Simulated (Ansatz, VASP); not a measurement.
## CdS: VASP beside Ansatz

```
Cd S
1.0
     0.00000    2.91352    2.94295
     2.91352    0.00000    2.94295
     2.91352    2.91352    0.00000
Cd S
1 1
Direct
  0.00000 0.00000 0.00000
  0.75000 0.75000 0.75000
```

Change from the starting cell: equal xx and yy strain of -1 %.

Alike in both runs: task single point; functional PBE; k mesh 7 × 7 × 7; occupations fermi-dirac, width 0.02 eV; no spin polarisation.

|  | VASP | Ansatz |
| --- | --- | --- |
| version | VASP 6.6.1 | Ansatz 0.2.0 |
| potentials or method | VASP PAW PBE potentials, release 64 (Cd, S), cutoff 520 eV | all-electron LAPW, scalar-relativistic |

|  | VASP | Ansatz | Ansatz less VASP |
| --- | --- | --- | --- |
| gap on the k mesh at the Fermi level (eV) | 1.12 | 1.12 | -0.004 |
| pressure (GPa) | 2.7 | 2.4 | -0.31 |
| traceless stress, the component that is largest in VASP (GPa) | -0.11 | -0.12 | -0.002 |

Ansatz ran all-electron here, and VASP with PAW potentials.
